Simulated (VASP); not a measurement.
# KCl (R-3m) in VASP: G0W0 quasiparticle levels with PBE

Aim: the G0W0 quasiparticle levels of KCl with PBE.

Program: VASP 6.6.1. These are calculated values, not measurements. Logs are shortened: lines on timing, memory, paths and dates and some standing lists are left out, and cuts for length are marked.

## Step 1: The cell of the first run

Symmetry: R-3m, No. 166, trigonal system. The conventional cell has a = 4.447 Å, b = 4.447 Å, c = 11.330 Å, α = 90.00°, β = 90.00°, γ = 120.00°. Within 4.2 Å of K (site symmetry -3m) lie 6 Cl at 3.19 Å. Within 4.2 Å of Cl (site symmetry -3m) lie 6 K at 3.19 Å.

## Step 2: G0W0 quasiparticle levels, PBE

POSCAR reads:

```
KCl
1.0
    0.0838626217      3.2287109339      3.2287109339
    3.2287109339      0.0838626217      3.2287109339
    3.2287109339      3.2287109339      0.0838626217
K Cl
1 1
Direct
    0.0000000000      0.0000000000      0.0000000000
    0.5000000000      0.5000000000      0.5000000000
```

INCAR.step1 reads:

```
SYSTEM = KCl
  PREC = Accurate
  ENCUT = 500
  EDIFF = 1E-8
  ISMEAR = 0
  SIGMA = 0.01
  LREAL = .False.
  LASPH = .True.
  NELM = 60
  ALGO = Normal
  LWAVE = .True.
  LCHARG = .False.
  GGA = PE
```

INCAR.step2 reads:

```
SYSTEM = KCl
  PREC = Accurate
  ENCUT = 500
  EDIFF = 1E-8
  ISMEAR = 0
  SIGMA = 0.01
  LREAL = .False.
  LASPH = .True.
  NELM = 1
  ALGO = Exact
  LWAVE = .True.
  LCHARG = .False.
  GGA = PE
  NBANDS = 277
  LOPTICS = .True.
  ISTART = 1
```

INCAR.step3 reads:

```
SYSTEM = KCl
  PREC = Accurate
  ENCUT = 500
  EDIFF = 1E-8
  ISMEAR = 0
  SIGMA = 0.01
  LREAL = .False.
  LASPH = .True.
  ALGO = EVGW0
  LWAVE = .False.
  LCHARG = .False.
  GGA = PE
  NELMGW = 1
  NBANDS = 277
  ENCUTGW = 150.0
  NOMEGA = 48
  PRECFOCK = Fast
  ISTART = 1
  NBANDSGW = 16
```

KPOINTS reads:

```
regular mesh
0
Gamma
  4 4 4
  0 0 0
```

Potentials or basis: VASP PAW PBE potentials, release 64 (K_sv_GW, Cl_GW).

Command:

```
$ cat potpaw_PBE.64/K_sv_GW/POTCAR potpaw_PBE.64/Cl_GW/POTCAR > POTCAR
$ cp INCAR.step1 INCAR
$ mpirun -np 1 vasp_std > vasp.out
$ cp INCAR.step2 INCAR
$ mpirun -np 1 vasp_std > vasp.out
$ cp INCAR.step3 INCAR
$ mpirun -np 1 vasp_std > vasp.out
```

OUTCAR:

```text
SYSTEM = KCl
   PREC = Accurate
   ENCUT = 500
   EDIFF = 1E-8
   ISMEAR = 0
   LREAL = .False.
   LASPH = .True.
   GGA = PE
   NELMGW = 1
   ENCUTGW = 150.0
   PRECFOCK = Fast
   ISTART = 1

 ion  position               nearest neighbor table
   1  0.000  0.000  0.000-
   2  0.500  0.500  0.500-

  LATTYP: Found a trigonal (rhomboedric) cell.
 ALAT       =     4.5668568544
 COS(alpha) =     0.5257966616

  Lattice vectors:

 A1 = (   0.0838626217,   3.2287109339,   3.2287109339)
 A2 = (   3.2287109339,   0.0838626217,   3.2287109339)
 A3 = (   3.2287109339,   3.2287109339,   0.0838626217)

Analysis of symmetry for initial positions (statically):
=====================================================================
 Subroutine PRICEL returns:
 Original cell was already a primitive cell.

 Routine SETGRP: Setting up the symmetry group for a
 trigonal (rhombohedral) supercell.

 Subroutine GETGRP returns: Found 12 space group operations
 (whereof 12 operations were pure point group operations)
 out of a pool of 12 trial point group operations.

The static configuration has the point symmetry D_3d.

Analysis of symmetry for dynamics (positions and initial velocities):
=====================================================================
 Subroutine PRICEL returns:
 Original cell was already a primitive cell.

 Routine SETGRP: Setting up the symmetry group for a
 trigonal (rhombohedral) supercell.

 Subroutine GETGRP returns: Found 12 space group operations
 (whereof 12 operations were pure point group operations)
 out of a pool of 12 trial point group operations.

The dynamic configuration has the point symmetry D_3d.

 Subroutine INISYM returns: Found 12 space group operations
 (whereof 12 operations are pure point group operations),
 and found     1 'primitive' translations

----------------------------------------------------------------------------------------

                                     Primitive cell

  volume of cell :      64.6938

  direct lattice vectors                    reciprocal lattice vectors
     0.083862622  3.228710934  3.228710934    -0.161028516  0.156951845  0.156951845
     3.228710934  0.083862622  3.228710934     0.156951845 -0.161028516  0.156951845
     3.228710934  3.228710934  0.083862622     0.156951845  0.156951845 -0.161028516

  length of vectors
     4.566856854  4.566856854  4.566856854     0.274222439  0.274222439  0.274222439

  position of ions in fractional coordinates (direct lattice)
     0.000000000  0.000000000  0.000000000
     0.500000000  0.500000000  0.500000000

  ion indices of the primitive-cell ions
   primitive index   ion index
                 1           1
                 2           2

----------------------------------------------------------------------------------------

 KPOINTS: regular mesh

Automatic generation of k-mesh.
 Grid dimensions read from file:
 generate k-points for:    4    4    4

 Generating k-lattice:

  Cartesian coordinates                     Fractional coordinates (reciprocal lattice)
    -0.040257129  0.039237961  0.039237961     0.250000000  0.000000000 -0.000000000
     0.039237961 -0.040257129  0.039237961     0.000000000  0.250000000 -0.000000000
     0.039237961  0.039237961 -0.040257129     0.000000000  0.000000000  0.250000000

  Length of vectors
     0.068555610  0.068555610  0.068555610

  Shift w.r.t. Gamma in fractional coordinates (k-lattice)
     0.000000000  0.000000000  0.000000000

 Subroutine IBZKPT returns following result:
 ===========================================

 Found     13 irreducible k-points:

 Following reciprocal coordinates:
            Coordinates               Weight
  0.000000  0.000000  0.000000      1.000000
  0.250000  0.000000  0.000000      6.000000
  0.500000  0.000000  0.000000      3.000000
  0.250000  0.250000  0.000000      6.000000
  0.500000  0.250000  0.000000     12.000000
 -0.250000  0.250000  0.000000      6.000000
  0.500000  0.500000  0.000000      3.000000
  0.250000  0.250000  0.250000      2.000000
  0.500000  0.250000  0.250000      6.000000
 -0.250000  0.250000  0.250000      6.000000
  0.500000  0.500000  0.250000      6.000000
 -0.250000  0.500000  0.250000      6.000000
  0.500000  0.500000  0.500000      1.000000
   k-points           NKPTS =     13   k-points in BZ     NKDIM =     64   number of bands    NBANDS=    277
   number of dos      NEDOS =    301   number of ions     NIONS =      2
   total plane-waves  NPLWV =  46656
   dimension x,y,z NGX =    36 NGY =   36 NGZ =   36
   dimension x,y,z NGXF=    72 NGYF=   72 NGZF=   72
   ions per type =               1   1
   NGX,Y,Z   is equivalent  to a cutoff of  13.10, 13.10, 13.10 a.u.
   NGXF,Y,Z  is equivalent  to a cutoff of  26.21, 26.21, 26.21 a.u.
 SYSTEM =  KCl
   PREC   = accura    normal or accurate (medium, high low for compatibility)
   ISTART =      1    job   : 0-new  1-cont  2-samecut
   ICHARG =      0    charge: 1-file 2-atom 10-const
   ISPIN  =      1    spin polarized calculation?
   LNONCOLLINEAR =      F non collinear calculations
   LSORBIT =      F    spin-orbit coupling
   LASPH  =      T    aspherical Exc in radial PAW
   ENCUT  =  500.0 eV  36.75 Ry    6.06 a.u.   8.33  8.33  8.33*2*pi/ulx,y,z
   NELM   =     60;   NELMIN=  2; NELMDL=  0     # of ELM steps
   EDIFF  = 0.1E-07   stopping-criterion for ELM
   LREAL  =      F    real-space projection
   EDIFFG = 0.1E-06   stopping-criterion for IOM
   NSW    =      0    number of steps for IOM
   IBRION =     -1    ionic relax: 0-MD 1-quasi-New 2-CG
   NFREE  =      0    steps in history (QN), initial steepest desc. (CG)
   ISIF   =      0    stress and relaxation
   ISYM   =      3    0-nonsym 1-usesym 2-fastsym
   POTIM  = 0.5000    time-step for ionic-motion
   TEBEG  =    0.0;   TEEND  =   0.0 temperature during run
   PSTRESS=    0.0 pullay stress
   NELECT =      16.0000    total number of electrons
   NUPDOWN=      -1.0000    fix difference up-down
   EMIN   =  10.00;   EMAX   =-10.00  energy-range for DOS
   EFERMI =   0.00;   METHOD = LEGACY
   ISMEAR =     0;   SIGMA  =   0.01  broadening in eV -4-tet -1-fermi 0-gaus
   EFERMI_NEDOS =   21; number of points for ismear=-14 and -15
   IALGO  =     38    algorithm
   IMIX   =      4    mixing-type and parameters
     AMIX     =   0.40;   BMIX     =  1.00
     AMIX_MAG =   1.60;   BMIX_MAG =  1.00
  volume/ion in A,a.u.               =      32.35       218.29
  Fermi-wavevector in a.u.,A,eV,Ry     =   1.027608  1.941897 14.367447  1.055978
  Thomas-Fermi vector in A             =   2.161561
   LORBIT       =      0    0 simple, 1 ext, 2 COOP (PROOUT), +10 PAW based schemes
   GGA     = PE    functional components
   LHFCALC =     T    Hartree Fock is set to
   PRECFOCK=fast      Normal, Fast or Accurate (Low or Medium for compatibility)
   ENCUT4O =  -1.0   cutoff for four orbital integrals eV
   NKREDX  =     1    reduce k-point grid by
   NKREDY  =     1    reduce k-point grid by
   NKREDZ  =     1    reduce k-point grid by
   AEXX    =    1.0000 exact exchange contribution
   HFSCREEN=    0.0000 screening length (either q_TF or 0.3 A-1)
   HFSCREENC=   0.0000 screening length for correlation (either q_TF or 0.3 A-1)
   ENCUTFOCK=  -1.0 apply spherical cutoff to Coloumb kernel
   IVDW    =     0    specifies the selected vdW correction
   LEPSILON=     F    determine dielectric tensor
   LRPA    =     F    only Hartree local field effects (RPA)
   LRPAFORCE           =     F    calculate RPA forces
   ENCUTGW             = 150.0    cutoff for response function in eV
   ENCUTGWSOFT         = 120.0    soft cutoff for Coulomb kernel in GW response function in eV
   ENCUTLF             =  -1.0    cutoff for local field effects
   NELMGW              =     1    number of iterations in solving QP/BSE equation
   NELMHF              =     1    number of iterations in the inner HF iteration
   NKREDLFX            =     1    NKREDLFY  =   1   NKREDLFZ  =   1
 non-spin polarized calculation
 Gauss-broadening in eV      SIGMA  =   0.01
  energy-cutoff  :      500.00
  volume of cell :       64.69
 maximum number of plane-waves:      1651
 NGX is ok and might be reduce to    36
  NGX = 18; NGY = 18; NGZ = 18
   NGX = 17   NGY = 17   NGZ = 17
 maximum number of plane-waves:       278

 QP shifts <psi_nk| G(iteration)W_0 |psi_nk>: iteration 1
 for sc-GW calculations column KS-energies equals QP-energies in previous step
 and V_xc(KS)=  KS-energies - (<T + V_ion + V_H > + <T+V_H+V_ion>^1  + <V_x>^1)

 k-point   1 :       0.0000    0.0000    0.0000
  band No.  KS-energies  QP-energies   sigma(KS)   V_xc(KS)     V^pw_x(r,r')   Z            occupation Imag(sigma)

      1     -28.1195     -30.1307     -21.7088     -18.5156     -30.7366       0.6298       2.0000       0.7148
      2     -12.9051     -14.5651     -17.4829     -15.1912     -24.3485       0.7243       2.0000       1.3127
      3     -11.5802     -14.8938     -21.9082     -17.8385     -24.6906       0.8142       2.0000       0.1204
      4     -11.5802     -14.8938     -21.9082     -17.8385     -24.6906       0.8142       2.0000       0.1204
      5     -11.5763     -14.8892     -21.8889     -17.8190     -24.6784       0.8140       2.0000       0.1224
      6      -0.8759      -2.9976     -16.7793     -14.1057     -18.5567       0.7936       2.0000       0.1000
[... 8 lines left out ...]
     15      12.0060      12.2242      -3.9215      -4.1846      -0.6565       0.8292       0.0000      -0.2257
     16      14.8991      17.9923      -9.9857     -13.7408      -5.9983       0.8238       0.0000      -0.1913

 k-point   2 :       0.2500    0.0000    0.0000
  band No.  KS-energies  QP-energies   sigma(KS)   V_xc(KS)     V^pw_x(r,r')   Z            occupation Imag(sigma)

      1     -28.1149     -30.1261     -21.7136     -18.5238     -30.7435       0.6305       2.0000       0.7111
      2     -12.9934     -14.7939     -17.7445     -15.2691     -24.2935       0.7274       2.0000       1.2150
      3     -11.5865     -14.8966     -21.8944     -17.8260     -24.6750       0.8136       2.0000       0.1188
      4     -11.5801     -14.8918     -21.8817     -17.8143     -24.6686       0.8142       2.0000       0.1203
      5     -11.4681     -14.5922     -21.6540     -17.7825     -24.7416       0.8069       2.0000       0.2005
      6      -1.3674      -3.5601     -15.8718     -13.1005     -17.6571       0.7912       2.0000       0.1043
[... 8 lines left out ...]
     15      12.4561      14.6477      -8.0857     -10.7394      -4.4714       0.8259       0.0000      -0.1600
     16      13.1154      15.4177      -8.6045     -11.4137      -4.8854       0.8196       0.0000      -0.1667

 k-point   3 :       0.5000    0.0000    0.0000
  band No.  KS-energies  QP-energies   sigma(KS)   V_xc(KS)     V^pw_x(r,r')   Z            occupation Imag(sigma)

      1     -28.1103     -30.1242     -21.7185     -18.5321     -30.7505       0.6321       2.0000       0.7073
      2     -13.0705     -14.9713     -17.9243     -15.3151     -24.2463       0.7285       2.0000       1.1442
      3     -11.5927     -14.8997     -21.8809     -17.8137     -24.6597       0.8131       2.0000       0.1171
      4     -11.5834     -14.8918     -21.8723     -17.8073     -24.6571       0.8139       2.0000       0.1182
      5     -11.3671     -14.3471     -21.4852     -17.7628     -24.7880       0.8006       2.0000       0.2540
      6      -1.8124      -4.0897     -15.3557     -12.4780     -17.1991       0.7914       2.0000       0.1117
[... 174 lines left out ...]
      1     -28.1081     -30.1334     -21.7215     -18.5362     -30.7537       0.6358       2.0000       0.7088
      2     -12.9022     -14.6819     -17.7714     -15.3560     -24.3783       0.7368       2.0000       1.2266
      3     -11.6736     -14.9798     -21.7188     -17.6308     -24.5124       0.8088       2.0000       0.1313
      4     -11.6549     -14.9592     -21.7350     -17.6497     -24.5320       0.8088       2.0000       0.1319
      5     -11.4972     -14.6597     -21.7074     -17.7927     -24.7271       0.8078       2.0000       0.1806
      6      -1.2922      -3.4856     -16.2093     -13.4334     -18.0259       0.7901       2.0000       0.1044
[... 8 lines left out ...]
     15      10.9295      12.5447      -7.6879      -9.6227      -4.2863       0.8348       0.0000      -0.1233
     16      11.5610      13.4520      -7.8733     -10.1737      -4.2999       0.8220       0.0000      -0.1638

 k-point  13 :       0.5000    0.5000    0.5000
  band No.  KS-energies  QP-energies   sigma(KS)   V_xc(KS)     V^pw_x(r,r')   Z            occupation Imag(sigma)

      1     -28.1120     -30.1213     -21.7155     -18.5293     -30.7480       0.6306       2.0000       0.7073
      2     -13.0937     -14.9915     -17.9037     -15.2905     -24.2319       0.7262       2.0000       1.1468
      3     -11.5865     -14.8966     -21.8917     -17.8253     -24.6704       0.8140       2.0000       0.1170
      4     -11.5865     -14.8966     -21.8917     -17.8253     -24.6704       0.8140       2.0000       0.1170
      5     -11.3348     -14.3109     -21.5074     -17.7903     -24.8129       0.8006       2.0000       0.2539
      6      -1.8289      -4.1013     -15.3375     -12.4657     -17.1649       0.7913       2.0000       0.1112
[... 8 lines left out ...]
     15      10.9008      13.8480      -9.7699     -13.3686      -6.1839       0.8190       0.0000      -0.1303
     16      10.9008      13.8480      -9.7699     -13.3686      -6.1839       0.8190       0.0000      -0.1303
```

It took 23 min on 1 thread of Intel Xeon 8259CL, shared host; peak memory 1 GiB.

Results:

```yaml
Quasiparticle_gap: 7.85 eV
Least_direct_quasiparticle_gap: 7.85 eV
Band_gap_of_the_starting_levels_on_the_mesh: 5.03 eV
Least_direct_gap_of_the_starting_levels_on_the_mesh: 5.03 eV
```

Caveat: the k points lie up to 0.43 Å⁻¹ apart; bands, screening cutoff and mesh are small and nothing is extrapolated, so the quasiparticle values aren't converged.
